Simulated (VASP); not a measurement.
Runs of VASP 6.6.1 on Ge2Sb2Te5. The structure is that of space group P-3m1 (No. 164), or close to it. The cells are those of the table. 

```tsv
cell	gap on the mesh (eV)	pressure (GPa)	largest force (eV/Å)
a = 4.337, b = 4.337, c = 18.414 Å, angles 90.0, 90.0, 120.0°, 9 atoms	0.03	-2.1	0.29
a = 3.939, b = 3.939, c = 20.062 Å, angles 90.0, 90.0, 120.0°, 9 atoms	none	2.4	0.22
a = 4.186, b = 4.186, c = 17.770 Å, angles 90.0, 90.0, 120.0°, 9 atoms	none	2.9	(b)
a = 4.426, b = 4.426, c = 17.684 Å, angles 90.0, 90.0, 120.0°, 9 atoms	(a)	-2.2	0.16
a = 4.350, b = 4.350, c = 17.380 Å, angles 90.0, 90.0, 120.0°, 9 atoms	0.02	-0.1	0.16
```

Alike in all rows: task single point; level PBE; potentials or basis VASP PAW PBE potentials, release 64 (Ge_d, Sb, Te); no spin polarisation; k mesh 12 × 12 × 2; cutoff (eV) 520; smearing gaussian 0.03 eV.

Q: Estimate the missing entries.

A: (a) 0.05; (b) 0.39.

Caveats: spin-orbit coupling is left out, which moves the levels of the heavy elements; this functional lacks dispersion, which binds the layers, so the pressure and a relaxed spacing across them are unreliable.

A k mesh can miss the band edges, and the runs leave out spin-orbit coupling on Ge, Sb, Te.

A gap of «none» marks levels without a gap at the run's occupations.
